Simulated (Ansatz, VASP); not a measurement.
## Mg: VASP beside Ansatz

File INCAR:

```
SYSTEM = Mg
  PREC = Accurate
  ENCUT = 520
  EDIFF = 1E-6
  ISMEAR = -1
  SIGMA = 0.1
  LREAL = .FALSE.
  LASPH = .TRUE.
  NELM = 60
  ALGO = Normal
  ISIF = 2
  LWAVE = .FALSE.
  LCHARG = .TRUE.
  GGA = RP
  LELF = .TRUE.
  LVHAR = .TRUE.
  NBANDS = 9
```

Contents of KPOINTS:

```
regular mesh
0
G
  18 18 10
  0 0 0
```

POSCAR

```
Mg
1.0
    3.0953822028      0.0000000000      0.0000000000
   -1.5476911014      2.6806796221      0.0000000000
    0.0000000000      0.0000000000      5.0257269044
Mg
2
Direct
    0.3333333333      0.6666666667      0.2500000000
    0.6666666667      0.3333333333      0.7500000000
```

Input for Ansatz:

```yaml
crystal:
  lattice:
    - [3.0953822028, 0.0, 0.0]
    - [-1.5476911014, 2.6806796221, 0.0]
    - [0.0, 0.0, 5.0257269044]
  atoms:
    - { symbol: Mg, position: [0.3333333333, 0.6666666667, 0.25] }
    - { symbol: Mg, position: [0.6666666667, 0.3333333333, 0.75] }
hamiltonian:
  xc: rpbe
  pseudopotentials:
    kind: paw
    azcp:
      Mg: "pseudopotentials/Mg.paw.azcp"
basis:
  ecutwfc: 420
  fft_grid_basis: typed
kpoints:
  mp_grid: { grid: [18, 18, 10], shift: [0, 0, 0] }
magnetization:
  spin_polarized: false
scf:
  occupations: { method: fermi_dirac, width: 0.1 }
output:
  stress: true
```

Alike in both runs: task single point; functional RPBE; k mesh 18 × 18 × 10; occupations fermi-dirac, width 0.1 eV; no spin polarisation.

|  | VASP | Ansatz |
| --- | --- | --- |
| version | VASP 6.6.1 | Ansatz 0.2.0 |
| potentials or method | VASP PAW PBE potentials, release 64 (Mg), cutoff 520 eV | plane waves (420 eV) with PAW, scalar-relativistic |
| valence electrons in the cell | 4 | 20 |

Ansatz gave:

* pressure (GPa): 5.7
* traceless stress, the component that is largest in VASP (GPa): -0.14

Task: Which values does VASP return?

Result: Pressure (GPa): 5.5; traceless stress, the component that is largest in VASP (GPa): -0.14.

VASP's potentials were made for PBE, not for RPBE. With one functional, cell and mesh, what is left measures potentials, basis and numerics. VASP's potentials hold 4 valence electrons a cell and Ansatz's 20, so a difference there can come from the potentials and not from the codes.
